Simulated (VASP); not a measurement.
# CuAu3 (Pm-3m) in VASP: notebook, part 4 of 4

VASP 6.6.1. Earlier steps stand in the parts before.

### Step 6. Electric field gradients, LDA (16.39 Å³/atom)

This run uses another cell than the first one, of 16.39 Å³/atom.

Contents of INCAR:

```
SYSTEM = CuAu3
PREC     = Accurate       ! precision mode
ENCUT    = 520            ! plane-wave cutoff, eV
EDIFF    = 1E-8           ! SCF threshold, eV
ISMEAR   = -1             ! smearing method
SIGMA    = 0.05           ! smearing width, eV
LREAL    = .FALSE.        ! projectors in reciprocal space
LASPH    = .TRUE.         ! aspherical terms in the spheres
NELM     = 60             ! most SCF steps
ALGO     = Normal         ! electronic algorithm
ISIF     = 2              ! what is computed and relaxed
LWAVE    = .FALSE.        ! write WAVECAR
LCHARG   = .FALSE.        ! write CHGCAR
LEFG     = .TRUE.       
NBANDS   = 30             ! bands
```

Contents of KPOINTS:

```
regular mesh
0
G
  9 9 9
  0 0 0
```

Contents of POSCAR:

```
CuAu3
1.0
    4.0323744272      0.0000000000      0.0000000000
    0.0000000000      4.0323744272      0.0000000000
    0.0000000000      0.0000000000      4.0323744272
Cu Au
1 3
Direct
    0.0000000000      0.0000000000      0.0000000000
    0.0000000000      0.5000000000      0.5000000000
    0.5000000000      0.0000000000      0.5000000000
    0.5000000000      0.5000000000      0.0000000000
```

Potentials or basis: VASP PAW LDA potentials, release 64 (Cu, Au).

On the command line:

```sh
cat potpaw_LDA.64/Cu/POTCAR potpaw_LDA.64/Au/POTCAR > POTCAR
mpirun -np 1 vasp_std > vasp.out
```

OUTCAR:

```text
SYSTEM = CuAu3
   PREC = Accurate
   ENCUT = 520
   EDIFF = 1E-8
   ISMEAR = -1
   LREAL = .FALSE.
   LASPH = .TRUE.
   NELM = 60
   ISIF = 2

 ion  position               nearest neighbor table
   1  0.000  0.000  0.000-   2 2.85   3 2.85   4 2.85   2 2.85   3 2.85   2 2.85   4 2.85   2 2.85
                             3 2.85   4 2.85   3 2.85   4 2.85
   2  0.000  0.500  0.500-   1 2.85   3 2.85   4 2.85   1 2.85   4 2.85   1 2.85   3 2.85   1 2.85
                             3 2.85   4 2.85   4 2.85   3 2.85
   3  0.500  0.000  0.500-   1 2.85   2 2.85   4 2.85   1 2.85   4 2.85   2 2.85   4 2.85   4 2.85
                             1 2.85   2 2.85   1 2.85   2 2.85
   4  0.500  0.500  0.000-   1 2.85   2 2.85   3 2.85   2 2.85   3 2.85   1 2.85   3 2.85   3 2.85
                             1 2.85   2 2.85   2 2.85   1 2.85

  LATTYP: Found a simple cubic cell.
 ALAT       =     4.0323744272

  Lattice vectors:

 A1 = (   4.0323744272,   0.0000000000,   0.0000000000)
 A2 = (   0.0000000000,   4.0323744272,   0.0000000000)
 A3 = (   0.0000000000,   0.0000000000,   4.0323744272)

Analysis of symmetry for initial positions (statically):
=====================================================================
 Subroutine PRICEL returns:
 Original cell was already a primitive cell.

 Routine SETGRP: Setting up the symmetry group for a
 simple cubic supercell.

 Subroutine GETGRP returns: Found 48 space group operations
 (whereof 48 operations were pure point group operations)
 out of a pool of 48 trial point group operations.

The static configuration has the point symmetry O_h .

Analysis of symmetry for dynamics (positions and initial velocities):
=====================================================================
 Subroutine PRICEL returns:
[... 966 lines left out ...]
  --------------------------------------------------------------------------------------
  -------------------------------------------------------------------------------------
  Total       -4.4130042     -4.4130042     -4.4130042      0.0000000      0.0000000     -0.0000000
  in kB     -107.8356526   -107.8356526   -107.8356526      0.0000000      0.0000000     -0.0000000
  external PRESSURE =    -107.8356526 kB  Pullay stress =       0.0000000 kB

 VOLUME and BASIS-vectors are now :
 -----------------------------------------------------------------------------
  energy-cutoff  :      520.00
  volume of cell :       65.57
      direct lattice vectors                 reciprocal lattice vectors
     4.032374427  0.000000000  0.000000000     0.247992843  0.000000000  0.000000000
     0.000000000  4.032374427  0.000000000     0.000000000  0.247992843  0.000000000
     0.000000000  0.000000000  4.032374427     0.000000000  0.000000000  0.247992843

 POSITION                                       TOTAL-FORCE (eV/Angst)
 -----------------------------------------------------------------------------------
      0.00000      0.00000      0.00000         0.000000      0.000000      0.000000
      0.00000      2.01619      2.01619         0.000000      0.000000      0.000000
      2.01619      0.00000      2.01619         0.000000      0.000000      0.000000
      2.01619      2.01619      0.00000         0.000000      0.000000      0.000000
 -----------------------------------------------------------------------------------
    total drift:                                0.000000      0.000000     -0.000000

  FREE ENERGIE OF THE ION-ELECTRON SYSTEM (eV)
  ---------------------------------------------------
  free  energy   TOTEN  =       -17.9896397824 eV

  energy  without entropy=      -17.9820514931  energy(sigma->0) =      -17.98584564

 Electric field gradients (V/A^2)
---------------------------------------------------------------------
 ion       V_xx      V_yy      V_zz      V_xy      V_xz      V_yz
---------------------------------------------------------------------
   1      -0.000    -0.000    -0.000     0.000     0.000    -0.000
   2     -68.596    34.298    34.298     0.000     0.000    -0.000
   3      34.298   -68.596    34.298     0.000     0.000     0.000
   4      34.298    34.298   -68.596    -0.000    -0.000     0.000
---------------------------------------------------------------------

 Electric field gradients after diagonalization (V/A^2)
 (convention: |V_zz| > |V_xx| > |V_yy|)
----------------------------------------------------------------------
 ion       V_xx      V_yy      V_zz     asymmetry (V_yy - V_xx)/ V_zz
----------------------------------------------------------------------
   1      -0.000    -0.000    -0.000      -0.331
   2      34.298    34.298   -68.596       0.000
   3      34.298    34.298   -68.596       0.000
   4      34.298    34.298   -68.596       0.000
----------------------------------------------------------------------

           NMR quadrupolar parameters

 Cq : quadrupolar parameter    Cq=e*Q*V_zz/h
 eta: asymmetry parameters     (V_yy - V_xx)/ V_zz
 Q  : nuclear electric quadrupole moment in mb (millibarn)
----------------------------------------------------------------------
 ion       Cq(MHz)       eta       Q (mb)
----------------------------------------------------------------------
   1      -0.000      -0.331       1.000
   2      -0.166       0.000       1.000
   3      -0.166       0.000       1.000
   4      -0.166       0.000       1.000
----------------------------------------------------------------------
```

OSZICAR:

```text
N       E                     dE             d eps       ncg     rms          rms(c)
DAV:   1     0.361934566312E+03    0.36193E+03   -0.21534E+04  2108   0.180E+03
DAV:   2     0.418004361868E+01   -0.35775E+03   -0.33235E+03  2234   0.398E+02
DAV:   3    -0.191855259034E+02   -0.23366E+02   -0.22074E+02  2354   0.102E+02
DAV:   4    -0.196738483038E+02   -0.48832E+00   -0.48714E+00  2416   0.137E+01
DAV:   5    -0.196885775763E+02   -0.14729E-01   -0.14728E-01  2748   0.257E+00    0.167E+01
DAV:   6    -0.184955358334E+02    0.11930E+01   -0.10334E+01  2926   0.622E+01    0.892E+00
DAV:   7    -0.182531110805E+02    0.24242E+00   -0.40727E+00  2490   0.916E+01    0.962E+00
DAV:   8    -0.179993807653E+02    0.25373E+00   -0.27914E+00  2888   0.238E+01    0.391E+00
DAV:   9    -0.180004829700E+02   -0.11022E-02   -0.16717E-01  2850   0.104E+01    0.829E-01
DAV:  10    -0.179897578096E+02    0.10725E-01   -0.74850E-02  2450   0.668E+00    0.129E-01
DAV:  11    -0.179896609018E+02    0.96908E-04   -0.24204E-03  3240   0.853E-01    0.510E-02
DAV:  12    -0.179896394106E+02    0.21491E-04   -0.15777E-04  3198   0.297E-01    0.146E-02
DAV:  13    -0.179896397999E+02   -0.38928E-06   -0.99434E-06  3204   0.371E-02    0.338E-03
DAV:  14    -0.179896397831E+02    0.16710E-07   -0.57059E-08  2352   0.199E-03    0.683E-04
DAV:  15    -0.179896397824E+02    0.77853E-09   -0.59228E-09  1440   0.589E-04
   1 F= -.17989640E+02 E0= -.17985846E+02  d E =-.758829E-02
```

stdout:

```text
POSCAR found type information on POSCAR CuAu
 POSCAR found :  2 types and       4 ions
 scaLAPACK will be used
 LDA part: xc-table for (Slater(with rela. corr.)+CA(PZ))
 , standard interpolation
 POSCAR, INCAR and KPOINTS ok, starting setup
 FFT: planning ... GRIDC
 FFT: planning ... GRID_SOFT
 FFT: planning ... GRID
 WAVECAR not read
 entering main loop
ion   1

ion   2

ion   3

ion   4
```

It took 32 s on 1 thread of AMD EPYC 9R45 (Zen 5), shared host; peak memory 0.16 GiB.

What came out:

| Property | Result |
| --- | --- |
| Free energy | -17.9896 eV |
| Pressure | -10.8 GPa |
| Band gap on the k mesh | zero (bands 22 and 23 overlap by 1.51 eV) |
| Largest electric field gradient by atom | Cu -0.0; Au -68.6 V/Å² |

Electric field gradients, principal values (V/Å²):
```csv
atom,least,middle,greatest (by size)
1 Cu,0.000,0.000,0.000
2 Au,34.298,34.298,-68.596
3 Au,34.298,34.298,-68.596
4 Au,34.298,34.298,-68.596
```

Caveat: the cell stands under tension; without QUAD_EFG the Cq values of the log hold for a quadrupole moment of 1 mb, not for the nuclei; spin-orbit coupling is left out, which moves the levels of the heavy elements.

### Step 7. The runs side by side

```csv
cell,gap on the mesh (eV),pressure (GPa)
"a = 3.899 Å, 4 atoms",none,6.8
"a = 3.953 Å, 4 atoms",none,-1.7
"a = 3.993 Å, 4 atoms",none,-6.7
"a = 4.032 Å, 4 atoms",none,-10.8
```

Alike in all rows: task electric field gradients; level LDA; potentials or basis VASP PAW LDA potentials, release 64 (Cu, Au); no spin polarisation; k mesh 9 × 9 × 9; cutoff (eV) 520; smearing fermi-dirac 0.05 eV.

Caveats: spin-orbit coupling is left out, which moves the levels of the heavy elements; the cell stands under tension (at least some runs); the cell stands under pressure (at least some runs).

Total energies depend on the potentials used, so only differences within one code and one set of settings carry meaning.
